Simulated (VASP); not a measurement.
A run of VASP 6.6.1 is set up as follows.

The input INCAR:

```
PREC = Accurate
ENCUT = 520
EDIFF = 1E-7
ISMEAR = 0
SIGMA = 0.05
LREAL = False
LASPH = True
NELM = 60
ALGO = Normal
ISIF = 2
LWAVE = False
LCHARG = False
LDIPOL = True
IDIPOL = 3
DIPOL = 0.5 0.5 0.388
GGA = PE
IVDW = 12
NBANDS = 50
```

Contents of KPOINTS:

```
regular mesh
0
Gamma
  7 7 1
```

File POSCAR:

```
SnO
1.0
    3.8201528543      0.0002954551      0.0000000000
   -0.0003145191      3.8201528528      0.0000000000
    0.0000000000      0.0000000000     22.2260743460
Sn O
4 4
Direct
    0.9999452911      0.9999452911      0.2024649036
    0.4999452911      0.4999452911      0.3087831466
    0.4999452911      0.4999452911      0.4662558494
    0.9999452911      0.9999452911      0.5725740924
    0.9999461074      0.4999461074      0.2556240251
    0.4999461074      0.9999461074      0.2556240251
    0.4999444748      0.9999444748      0.5194149709
    0.9999444748      0.4999444748      0.5194149709
```

Potentials or basis: VASP PAW PBE potentials, release 64 (Sn_d, O).

Launch:

```sh
$ cat potpaw_PBE.64/Sn_d/POTCAR potpaw_PBE.64/O/POTCAR > POTCAR
$ mpirun -np 1 vasp_std > vasp.out
```

(1) Estimate the largest force.

(2) What does it give for the band gap on the k mesh?

(3) Estimate the dispersion energy per atom.

Answers

(1) 0.678 eV/Å.

(2) 1.58 eV (least direct gap 1.73 eV).

(3) -0.163 eV.

Caveat: spin-orbit coupling is left out, which moves the levels of the heavy elements.
